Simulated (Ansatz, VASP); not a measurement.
Na: VASP beside Ansatz

```
Na
1.0
     3.66436    0.00000    0.00000
    -1.83218    3.17343    0.00000
     0.00000    0.00000    5.95126
Na
2
Cartesian
  0.0000 2.1156 1.4878
  1.8322 1.0578 4.4634
```

Change from the starting cell: volume scaled by 0.95, PAW files.

Alike in both runs: task single point; functional PBEsol; k mesh 12 × 12 × 7; occupations fermi-dirac, width 0.08 eV; no spin polarisation.

|  | VASP | Ansatz |
| --- | --- | --- |
| version | VASP 6.6.1 | Ansatz 0.2.0 |
| potentials or method | VASP PAW PBE potentials, release 64 (Na_pv) | PAW with Ansatz's default frozen-core files, scalar-relativistic |
| plane-wave cutoff (eV) | 520 | 420 |
| valence electrons in the cell | 14 | 18 |

|  | VASP | Ansatz | Ansatz less VASP |
| --- | --- | --- | --- |
| pressure (GPa) | 0.4 | 0.4 | 0.00 |

VASP's potentials were made for PBE, not for PBEsol. VASP's potentials hold 14 valence electrons a cell and Ansatz's 18, so a difference there can come from the potentials and not from the codes.
